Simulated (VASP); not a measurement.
Runs of VASP 6.6.1 on Rb. The structure is that of space group P6_3/mmc (No. 194), or close to it. The cells are those of the table. This isn't the form of Rb at room conditions, which is bcc.

```csv
task,cell,cutoff (eV),gap on the mesh (eV),pressure (GPa)
single point,"a = 3.864, b = 3.864, c = 6.375 Å, angles 90.0, 90.0, 120.0°, 2 atoms",520,none,8.7
relaxation of shape and atoms at fixed volume,"relaxed from a = 4.757, b = 4.757, c = 7.849 Å, angles 90.0, 90.0, 120.0°, 2 atoms",600,none,0.7
single point,"a = 4.054, b = 4.054, c = 6.689 Å, angles 90.0, 90.0, 120.0°, 2 atoms",520,none,5.7
single point,"a = 4.434, b = 4.434, c = 7.315 Å, angles 90.0, 90.0, 120.0°, 2 atoms",520,none,2.1
relaxation of shape and atoms at fixed volume,"relaxed from a = 4.434, b = 4.434, c = 7.315 Å, angles 90.0, 90.0, 120.0°, 2 atoms",600,none,2.1
single point,"a = 4.601, b = 4.601, c = 7.591 Å, angles 90.0, 90.0, 120.0°, 2 atoms",520,none,(a)
relaxation of shape and atoms at fixed volume,"relaxed from a = 4.904, b = 4.904, c = 8.091 Å, angles 90.0, 90.0, 120.0°, 2 atoms",600,none,0.3
```

Alike in all rows: level PBE; potentials or basis VASP PAW PBE potentials, release 64 (Rb_sv); no spin polarisation; k mesh 9 × 9 × 5; smearing fermi-dirac 0.08 eV.

**Question.** Fill in the values left out.

**Answer.** (a) 1.2.

Caveats: the relaxation stopped at its first step, so nothing moved (at least some runs); the cell stands under pressure (at least some runs).

A k mesh can miss the band edges, and the runs leave out spin-orbit coupling on Rb.

A gap of «none» marks levels without a gap at the run's occupations.
